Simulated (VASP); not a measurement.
# HfN in VASP: notebook

Runs on HfN. Level: PBE. Tasks: single point.

All numbers are computed with VASP 6.6.1; they aren't measurements. Logs are shortened: lines on timing, memory, paths and dates and some standing lists are left out, and cuts for length are marked.

**1. The cell of the first run**

The structure is cubic, space group Fm-3m (No. 225). Conventional cell: a = 4.512 Å, b = 4.512 Å, c = 4.512 Å, α = 90.00°, β = 90.00°, γ = 90.00°. Within 3.0 Å of Hf (site symmetry m-3m) lie 6 N at 2.26 Å. Within 3.0 Å of N (site symmetry m-3m) lie 6 Hf at 2.26 Å.

**2. Single point, PBE**

INCAR reads:

```
ALGO = Normal
EDIFF = 1E-6
ENCUT = 520
GGA = PE
ISIF = 2
ISMEAR = -1
LASPH = True
LCHARG = False
LREAL = False
LWAVE = False
NBANDS = 14
NELM = 80
PREC = Accurate
SIGMA = 0.05
```

KPOINTS reads:

```
k-points
0
Gamma
  16 16 16
```

POSCAR reads:

```
HfN
1.0
    0.0000000000      2.2558601243      2.2558601243
    2.2558601243      0.0000000000      2.2558601243
    2.2558601243      2.2558601243      0.0000000000
Hf N
1 1
Direct
    0.0000000000      0.0000000000      0.0000000000
    0.5000000000      0.5000000000      0.5000000000
```

Potentials or basis: VASP PAW PBE potentials, release 64 (Hf_pv, N).

Run with:

```console
> cat potpaw_PBE.64/Hf_pv/POTCAR potpaw_PBE.64/N/POTCAR > POTCAR
> mpirun -np 1 vasp_std > vasp.out
```

OUTCAR:

```text
EDIFF = 1E-6
   ENCUT = 520
   GGA = PE
   ISIF = 2
   ISMEAR = -1
   LASPH = True
   LREAL = False
   NELM = 80
   PREC = Accurate

 ion  position               nearest neighbor table
   1  0.000  0.000  0.000-   2 2.26   2 2.26   2 2.26   2 2.26   2 2.26   2 2.26
   2  0.500  0.500  0.500-   1 2.26   1 2.26   1 2.26   1 2.26   1 2.26   1 2.26

  LATTYP: Found a face centered cubic cell.
 ALAT       =     4.5117202486

  Lattice vectors:

 A1 = (   0.0000000000,   2.2558601243,   2.2558601243)
 A2 = (   2.2558601243,   0.0000000000,   2.2558601243)
 A3 = (   2.2558601243,   2.2558601243,   0.0000000000)

Analysis of symmetry for initial positions (statically):
=====================================================================
 Subroutine PRICEL returns:
 Original cell was already a primitive cell.

 Routine SETGRP: Setting up the symmetry group for a
 face centered cubic supercell.

 Subroutine GETGRP returns: Found 48 space group operations
 (whereof 48 operations were pure point group operations)
 out of a pool of 48 trial point group operations.

The static configuration has the point symmetry O_h .

Analysis of symmetry for dynamics (positions and initial velocities):
=====================================================================
 Subroutine PRICEL returns:
 Original cell was already a primitive cell.

 Routine SETGRP: Setting up the symmetry group for a
 face centered cubic supercell.

 Subroutine GETGRP returns: Found 48 space group operations
 (whereof 48 operations were pure point group operations)
 out of a pool of 48 trial point group operations.

The dynamic configuration has the point symmetry O_h .

 Subroutine INISYM returns: Found 48 space group operations
 (whereof 48 operations are pure point group operations),
 and found     1 'primitive' translations

----------------------------------------------------------------------------------------

                                     Primitive cell

  volume of cell :      22.9597

  direct lattice vectors                    reciprocal lattice vectors
     0.000000000  2.255860124  2.255860124    -0.221644948  0.221644948  0.221644948
     2.255860124  0.000000000  2.255860124     0.221644948 -0.221644948  0.221644948
     2.255860124  2.255860124  0.000000000     0.221644948  0.221644948 -0.221644948

  length of vectors
     3.190267983  3.190267983  3.190267983     0.383900311  0.383900311  0.383900311

  position of ions in fractional coordinates (direct lattice)
     0.000000000  0.000000000  0.000000000
     0.500000000  0.500000000  0.500000000

  ion indices of the primitive-cell ions
   primitive index   ion index
                 1           1
                 2           2

----------------------------------------------------------------------------------------

 KPOINTS: k-points

Automatic generation of k-mesh.
 Grid dimensions read from file:
 generate k-points for:   16   16   16

 Generating k-lattice:

  Cartesian coordinates                     Fractional coordinates (reciprocal lattice)
    -0.013852809  0.013852809  0.013852809     0.062500000  0.000000000  0.000000000
     0.013852809 -0.013852809  0.013852809     0.000000000  0.062500000  0.000000000
     0.013852809  0.013852809 -0.013852809     0.000000000  0.000000000  0.062500000

  Length of vectors
     0.023993769  0.023993769  0.023993769

  Shift w.r.t. Gamma in fractional coordinates (k-lattice)
     0.000000000  0.000000000  0.000000000

 Subroutine IBZKPT returns following result:
 ===========================================

 Found    145 irreducible k-points:

 Following reciprocal coordinates:
            Coordinates               Weight
  0.000000  0.000000  0.000000      1.000000
  0.062500  0.000000  0.000000      8.000000
  0.125000  0.000000  0.000000      8.000000
  0.187500  0.000000  0.000000      8.000000
  0.250000  0.000000  0.000000      8.000000
  0.312500  0.000000  0.000000      8.000000
[... 16 lines left out ...]
 -0.125000  0.062500  0.000000     24.000000
 -0.062500  0.062500  0.000000     12.000000
 [... further k-points ...]
   k-points           NKPTS =    145   k-points in BZ     NKDIM =    145   number of bands    NBANDS=     14
   number of dos      NEDOS =    301   number of ions     NIONS =      2
   total plane-waves  NPLWV =  13824
   dimension x,y,z NGX =    24 NGY =   24 NGZ =   24
   dimension x,y,z NGXF=    48 NGYF=   48 NGZF=   48
   ions per type =               1   1
   NGX,Y,Z   is equivalent  to a cutoff of  12.51, 12.51, 12.51 a.u.
   NGXF,Y,Z  is equivalent  to a cutoff of  25.01, 25.01, 25.01 a.u.
 SYSTEM =  unknown system
   PREC   = accura    normal or accurate (medium, high low for compatibility)
   ISTART =      0    job   : 0-new  1-cont  2-samecut
   ICHARG =      2    charge: 1-file 2-atom 10-const
   ISPIN  =      1    spin polarized calculation?
   LNONCOLLINEAR =      F non collinear calculations
   LSORBIT =      F    spin-orbit coupling
   LASPH  =      T    aspherical Exc in radial PAW
   ENCUT  =  520.0 eV  38.22 Ry    6.18 a.u.   5.93  5.93  5.93*2*pi/ulx,y,z
   NELM   =     80;   NELMIN=  2; NELMDL= -5     # of ELM steps
   EDIFF  = 0.1E-05   stopping-criterion for ELM
   LREAL  =      F    real-space projection
   EDIFFG = 0.1E-04   stopping-criterion for IOM
   NSW    =      0    number of steps for IOM
   IBRION =     -1    ionic relax: 0-MD 1-quasi-New 2-CG
   NFREE  =      0    steps in history (QN), initial steepest desc. (CG)
   ISIF   =      2    stress and relaxation
   ISYM   =      2    0-nonsym 1-usesym 2-fastsym
   POTIM  = 0.5000    time-step for ionic-motion
   TEBEG  =    0.0;   TEEND  =   0.0 temperature during run
   PSTRESS=    0.0 pullay stress
   NELECT =      15.0000    total number of electrons
   NUPDOWN=      -1.0000    fix difference up-down
   EMIN   =  10.00;   EMAX   =-10.00  energy-range for DOS
   EFERMI =   0.00;   METHOD = LEGACY
   ISMEAR =    -1;   SIGMA  =   0.05  broadening in eV -4-tet -1-fermi 0-gaus
   EFERMI_NEDOS =   21; number of points for ismear=-14 and -15
   IALGO  =     38    algorithm
   IMIX   =      4    mixing-type and parameters
     AMIX     =   0.40;   BMIX     =  1.00
     AMIX_MAG =   1.60;   BMIX_MAG =  1.00
  volume/ion in A,a.u.               =      11.48        77.47
  Fermi-wavevector in a.u.,A,eV,Ry     =   1.420528  2.684408 27.455188  2.017899
  Thomas-Fermi vector in A             =   2.541434
   LORBIT       =      0    0 simple, 1 ext, 2 COOP (PROOUT), +10 PAW based schemes
   GGA     = PE    functional components
   LHFCALC =     F    Hartree Fock is set to
   AEXX    =    0.0000 exact exchange contribution
   IVDW    =     0    specifies the selected vdW correction
   LEPSILON=     F    determine dielectric tensor
   LRPA    =     F    only Hartree local field effects (RPA)
 non-spin polarized calculation
  energy-cutoff  :      520.00
  volume of cell :       22.96
 maximum number of plane-waves:       636
   NGX = 11   NGY = 11   NGZ = 11

 number of electron      15.0000001 magnetization

 Free energy of the ion-electron system (eV)
  ---------------------------------------------------
  ext. energy  EPLUGINS =         0.00000000
  ---------------------------------------------------
  free energy    TOTEN  =       -21.75628012 eV

  energy without entropy =      -21.75155917  energy(sigma->0) =      -21.75391965

 E-fermi :   8.4258     XC(G=0): -12.7544

 val. band max:        8.4239658427   @ k =  -0.1250   0.0625   0.0000
 cond. band min:       8.4287083518   @ k =   0.3750   0.1250   0.0000
 fundamental gap:      0.0047425090
 Fermi energy:         8.4258272065

 k-point     1 :       0.0000    0.0000    0.0000
  band No.  band energies     occupation
      1     -22.7140      2.00000
      2     -22.7140      2.00000
      3     -22.7140      2.00000
      4      -9.1128      2.00000
      5       5.3891      2.00000
      6       5.3891      2.00000
      7       5.3891      2.00000
      8       8.0737      1.99825
      9       8.0737      1.99825
     10       8.0737      1.99825
     11      10.2589      0.00000
     12      10.4016      0.00000
     13      10.4016      0.00000
     14      17.9971      0.00000

 k-point     2 :       0.0625    0.0000    0.0000
  band No.  band energies     occupation
      1     -22.7550      2.00000
      2     -22.7174      2.00000
      3     -22.7174      2.00000
      4      -9.0215      2.00000
      5       4.9825      2.00000
      6       5.1530      2.00000
      7       5.1530      2.00000
      8       8.1862      1.98356
      9       8.2093      1.97403
     10       8.2093      1.97403
     11      10.5512      0.00000
     12      10.7079      0.00000
     13      10.7079      0.00000
     14      18.3065      0.00000

 k-point     3 :       0.1250    0.0000    0.0000
  band No.  band energies     occupation
      1     -22.8695      2.00000
      2     -22.7270      2.00000
      3     -22.7270      2.00000
      4      -8.7593      2.00000
      5       4.0700      2.00000
      6       4.6051      2.00000
      7       4.6051      2.00000
      8       8.3802      1.42674
      9       8.5659      0.11455
     10       8.5659      0.11455
     11      11.2946      0.00000
     12      11.5054      0.00000
     13      11.5054      0.00000
     14      19.1665      0.00000
[... 324 lines left out ...]
 k-point    23 :      -0.1250    0.0625    0.0000
  band No.  band energies     occupation
      1     -22.9359      2.00000
      2     -22.7618      2.00000
      3     -22.7218      2.00000
      4      -8.5729      2.00000
      5       3.4731      2.00000
      6       4.1345      2.00000
      7       4.5764      2.00000
      8       8.4240      1.01861
      9       8.5401      0.18470
     10       9.2652      0.00000
     11      10.9476      0.00000
     12      12.2323      0.00000
     13      12.4701      0.00000
     14      19.7713      0.00000

 k-point    24 :      -0.0625    0.0625    0.0000
  band No.  band energies     occupation
      1     -22.8117      2.00000
      2     -22.7384      2.00000
      3     -22.7159      2.00000
      4      -8.8752      2.00000
      5       4.3698      2.00000
      6       4.7232      2.00000
      7       5.0386      2.00000
      8       8.2373      1.95494
      9       8.2487      1.94374
     10       8.6905      0.01000
     11      10.5015      0.00000
     12      11.2969      0.00000
     13      11.4416      0.00000
     14      18.7972      0.00000

 [... further k-points ...]

------------------------ aborting loop because EDIFF is reached ----------------------------------------

  FORCE on cell =-STRESS in cart. coord.  units (eV):
  Direction    XX          YY          ZZ          XY          YZ          ZX
  --------------------------------------------------------------------------------------
  -------------------------------------------------------------------------------------
  Total        0.6027925      0.6027925      0.6027925     -0.0000000      0.0000000      0.0000000
  in kB       42.0641308     42.0641308     42.0641308     -0.0000000      0.0000000      0.0000000
  external PRESSURE =      42.0641308 kB  Pullay stress =       0.0000000 kB

 VOLUME and BASIS-vectors are now :
 -----------------------------------------------------------------------------
  energy-cutoff  :      520.00
  volume of cell :       22.96
      direct lattice vectors                 reciprocal lattice vectors
     0.000000000  2.255860124  2.255860124    -0.221644948  0.221644948  0.221644948
     2.255860124  0.000000000  2.255860124     0.221644948 -0.221644948  0.221644948
     2.255860124  2.255860124  0.000000000     0.221644948  0.221644948 -0.221644948

 POSITION                                       TOTAL-FORCE (eV/Angst)
 -----------------------------------------------------------------------------------
      0.00000      0.00000      0.00000         0.000000     -0.000000      0.000000
      2.25586      2.25586      2.25586         0.000000      0.000000     -0.000000
 -----------------------------------------------------------------------------------
    total drift:                                0.000000     -0.000000     -0.000000

  FREE ENERGIE OF THE ION-ELECTRON SYSTEM (eV)
  ---------------------------------------------------
  free  energy   TOTEN  =       -21.7562801234 eV

  energy  without entropy=      -21.7515591696  energy(sigma->0) =      -21.75391965
```

It took 16 s on 1 thread of Intel Xeon 6975P-C (Granite Rapids), shared host; peak memory 0.17 GiB.

What came out:

```yaml
Free_energy: -21.7563 eV
Pressure: 4.2 GPa
Band_gap_on_the_k_mesh: zero (an odd number of electrons rules out a gap without spin polarisation)
```

Levels at points of the mesh, in eV from the Fermi level:
| k point | band 6 | band 7 | band 8 | band 9 | band 10 | band 11 |
| --- | --- | --- | --- | --- | --- | --- |
| (0.00, 0.00, 0.00) | -3.04 | -3.04 | -0.35 | -0.35 | -0.35 | 1.83 |
| (0.50, 0.00, 0.00) | -6.21 | -6.21 | 3.29 | 3.72 | 3.72 | 4.45 |
| (0.50, 0.50, 0.00) | -3.83 | -3.70 | -3.70 | 4.12 | 5.55 | 5.55 |

Caveat: the cell stands under pressure; spin-orbit coupling is left out, which moves the levels of the heavy elements.

**3. Single point, PBE (z stretched by -1 % at fixed volume)**

INCAR reads:

```
SYSTEM = HfN
PREC = Accurate ; ENCUT = 520
EDIFF = 1E-6 ; ISMEAR = -1
SIGMA = 0.05 ; LREAL = .FALSE.
LASPH = .TRUE. ; NELM = 60
ALGO = Normal ; ISIF = 2
LWAVE = .FALSE. ; LCHARG = .FALSE.
GGA = PE ; NBANDS = 14
```

KPOINTS reads:

```
regular mesh
0
G
  16 16 16
  0 0 0
```

POSCAR reads:

```
HfN
1.0
    0.0000000000      2.2672247310      2.2333015231
    2.2672247310      0.0000000000      2.2333015231
    2.2672247310      2.2672247310      0.0000000000
Hf N
1 1
Direct
    0.0000000000      0.0000000000      0.0000000000
    0.5000000000      0.5000000000      0.5000000000
```

Potentials or basis: VASP PAW PBE potentials, release 64 (Hf_pv, N).

Run with:

```console
> cat potpaw_PBE.64/Hf_pv/POTCAR potpaw_PBE.64/N/POTCAR > POTCAR
> mpirun -np 1 vasp_std > vasp.out
```

Wall time 30 s (1 thread of Intel Xeon 6975P-C (Granite Rapids), shared host); peak memory 0.23 GiB.

The run converged. Its results:

| Property | Result |
| --- | --- |
| Free energy | -21.7505 eV |
| Pressure | 4.4 GPa |
| Band gap on the k mesh | zero (an odd number of electrons rules out a gap without spin polarisation) |

Stress tensor (GPa, compression positive):
```
1.69 0.00 0.00
0.00 1.69 0.00
0.00 0.00 9.70
```

Levels at points of the mesh, in eV from the Fermi level:
```tsv
k point	band 4	band 5	band 6	band 7	band 8	band 9	band 10	band 11	band 12	band 13
(0.00, 0.00, 0.00)	-17.54	-3.07	-3.07	-2.99	-0.41	-0.41	-0.24	1.64	1.86	2.27
(0.50, 0.00, 0.00)	-14.80	-8.92	-6.22	-6.21	3.29	3.67	3.78	4.44	8.70	9.04
(0.50, 0.50, 0.00)	-16.44	-5.31	-3.86	-3.75	-3.75	4.12	5.55	5.55	5.62	8.16
(0.50, 0.00, 0.50)	-16.46	-5.47	-3.82	-3.72	-3.64	4.08	5.44	5.65	5.67	8.00
```

Caveat: the stress differs along the axes, from 2 to 10 GPa; spin-orbit coupling is left out, which moves the levels of the heavy elements.

The gap in the log of VASP goes by the Fermi energy; the results here count the filled bands.